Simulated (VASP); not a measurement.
Crystal: Nb2PdS2.

```xyz
5
Lattice="3.3548 0.0000 0.0000 -1.6774 2.9054 0.0000 0.0000 0.0000 8.7714" Properties=species:S:1:pos:R:3 pbc="T T T"
Nb   -0.0002    1.9370    1.2368
Nb    1.6776    0.9684    7.5346
S    -0.0002    1.9370    5.8505
S     1.6776    0.9684    2.9209
Pd    0.0000    0.0000    0.0000
```

```yaml
Program: VASP 6.6.1
Task: relaxation of cell and atoms
Functional: PBE
Potentials_or_basis: VASP PAW PBE potentials, release 64 (Nb_sv, S, Pd)
Cutoff: 600 eV
k_mesh: 6 × 6 × 2
Occupations: methfessel-paxton, width 0.1525 eV
Spin: no spin polarisation
```

At the start: pressure 46.4 GPa; volume 17.10 Å³/atom.

Problem. How do energy, volume and symmetry change on relaxing?

Solution. Over 54 steps the energy falls by 1153.9 meV/atom and the volume is 18.69 Å³/atom (+9.3 %); space group P-3m1 (No. 164, to 0.1 Å) before and after.

The path:
```csv
step,energy change (eV),largest force (eV/Å),pressure (GPa),volume (Å³)
1,0.0000,10.4403,46.42,85.50
3,-4.4369,1.4845,-9.57,112.32
5,-4.5526,2.0963,-4.24,106.48
7,-4.9849,0.6391,4.17,100.21
9,-5.1446,0.3794,-1.41,105.17
11,-5.5826,0.5511,0.70,100.25
13,-5.7106,0.5455,1.65,98.12
15,-5.5915,0.9417,-3.58,99.72
17,-5.7468,0.0186,-0.43,98.53
19,-5.7475,0.0754,0.02,98.16
21,-5.7479,0.0528,0.00,98.05
23,-5.7484,0.1139,-0.10,97.88
25,-5.7507,0.1198,0.19,97.20
27,-5.7547,0.1364,1.48,94.50
29,-5.7554,0.1400,1.46,94.39
31,-5.7580,0.1581,1.38,93.93
33,-5.7617,0.2088,1.24,92.06
35,-5.7640,0.1936,0.96,92.73
37,-5.7676,0.1751,-0.27,93.72
39,-5.7691,0.0277,0.00,93.75
41,-5.7692,0.0197,-0.01,93.75
43,-5.7692,0.0121,-0.07,93.74
45,-5.7692,0.0124,-0.04,93.74
47,-5.7692,0.0129,-0.05,93.74
49,-5.7693,0.0184,0.04,93.67
51,-5.7693,0.0149,0.02,93.63
53,-5.7694,0.0051,-0.02,93.49
54,-5.7695,0.0048,0.00,93.45
```

Final structure:
```
Nb S Pd
1.0
     3.14429   -0.00026    0.00014
    -1.57237    2.72291   -0.00014
     0.00057   -0.00033   10.91583
Nb S Pd
2 2 1
Direct
  0.33342 0.66658 0.20441
  0.66658 0.33342 0.79559
  0.33335 0.66665 0.64865
  0.66665 0.33335 0.35135
  0.00000 0.00000 0.00000
```

Caveat: the k points lie up to 0.38 Å⁻¹ apart in the final cell, too coarse for converged energies and pressures of a metal; a cell axis changed by over 15 % at a fixed basis, so the end point is rough.
